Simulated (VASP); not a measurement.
A run of VASP 6.6.1 is set up as follows.

INCAR

```
SYSTEM = Be2ZnSe3
PREC = Accurate
ENCUT = 520
EDIFF = 1E-6
ISMEAR = 0
SIGMA = 0.1
LREAL = .False.
LASPH = .True.
NELM = 60
ALGO = Normal
ISIF = 2
LWAVE = .False.
LCHARG = .False.
GGA = PE
NBANDS = 46
```

The input KPOINTS:

```
Automatic mesh
0
Gamma
  4 2 4
  0 0 0
```

Contents of POSCAR:

```
Be2ZnSe3
1.0
    3.7886148867      0.0015227321      0.0001919621
   -0.0029622573     -7.5710647711      0.0023560049
   -1.8940121073      1.8940862133     -8.0852979619
Be Zn Se
4 2 6
Direct
    0.1722581258      0.5858405896      0.3441321604
    0.1726243972      0.0859372091      0.3443151641
    0.8275163133      0.9140253073      0.6557752088
    0.8276134007      0.4141211023      0.6559021352
    0.5002561484      0.7502109350      0.0000571685
    0.5000950360      0.2500756080      0.0000494262
    0.0958100770      0.7977143059      0.1912659092
    0.0955992817      0.2976404716      0.1912245336
    0.4040653165      0.9521907037      0.8086126770
    0.4042340929      0.4522461307      0.8087332300
    0.7499363798      0.6249604883      0.4999382724
    0.7499914309      0.1250371486      0.4999941147
```

Potentials or basis: VASP PAW PBE potentials, release 64 (Be, Zn, Se).

The run is started by

```bash
$ cat potpaw_PBE.64/Be/POTCAR potpaw_PBE.64/Zn/POTCAR potpaw_PBE.64/Se/POTCAR > POTCAR
$ mpirun -np 1 vasp_std > vasp.out
```

Question: Predict the band gap on the k mesh.

Answer: 2.62 eV.

Question: Predict the largest force.

Answer: 0.019 eV/Å.

Question: What does it give for the pressure?

Answer: 0.2 GPa.

Forces on the atoms (eV/Å):
```
Be  -0.004 -0.004  0.002
Be  -0.010 -0.003  0.009
Be   0.003  0.002 -0.005
Be   0.004  0.003 -0.003
Zn  -0.002  0.001  0.000
Zn  -0.003 -0.001  0.001
Se   0.001  0.000 -0.018
Se   0.003  0.002 -0.018
Se   0.000  0.000  0.016
Se  -0.002  0.001  0.017
Se   0.002  0.000  0.001
Se   0.007  0.000 -0.002
```

Caveat: the k points lie up to 0.43 Å⁻¹ apart. As with any semilocal functional, this PBE gap is likely too small.
